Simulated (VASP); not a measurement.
Here is a VASP 6.6.1 calculation.

Contents of INCAR:

```
SYSTEM = Si
PREC = Accurate
ENCUT = 500
EDIFF = 1E-6
ISMEAR = -1
SIGMA = 0.01
LREAL = .FALSE.
LASPH = .TRUE.
NELM = 120
ALGO = Normal
ISIF = 2
LWAVE = .FALSE.
LCHARG = .FALSE.
GGA = PE
NBANDS = 43
NELECT = 58.0
GGA_COMPAT = .FALSE.
```

KPOINTS

```
Automatic mesh
0
G
  1 1 1
  0 0 0
```

The input POSCAR:

```
Si
1.0
   10.8600000000      0.0000000000      0.0000000000
    0.0000000000      5.4300000000      0.0000000000
    0.0000000000      0.0000000000      5.4300000000
Si
15
Direct
    0.0005740000      0.9966860000      0.9921590000
    0.0028620000      0.5036580000      0.5014090000
    0.2539240000      0.0032970000      0.4986950000
    0.1204690000      0.2497770000      0.2512250000
    0.1247400000      0.7467910000      0.7517610000
    0.3744750000      0.2449760000      0.7545420000
    0.3679700000      0.7566100000      0.2540310000
    0.5017240000      0.9954420000      0.9968840000
    0.5043080000      0.4982360000      0.5079880000
    0.7511870000      0.9969860000      0.4993270000
    0.7489650000      0.5033010000      0.0024170000
    0.6236760000      0.2419470000      0.2570220000
    0.6274030000      0.7549770000      0.7402560000
    0.8762100000      0.2501360000      0.7411620000
    0.8705500000      0.7615670000      0.2525200000
```

Potentials or basis: VASP PAW PBE potentials, release 64 (Si).

Command:

```console
$ cat potpaw_PBE.64/Si/POTCAR > POTCAR
$ mpirun -np 1 vasp_gam > vasp.out
```

(1) What does it give for the largest force?

## Answers

(1) 1.974 eV/Å.

Caveat: the k points lie up to 1.16 Å⁻¹ apart; the cell carries a net charge on a neutralising background, which shifts energy and pressure; forces of over 1 eV/Å act on the atoms, so gaps and moduli don't describe the material at rest.
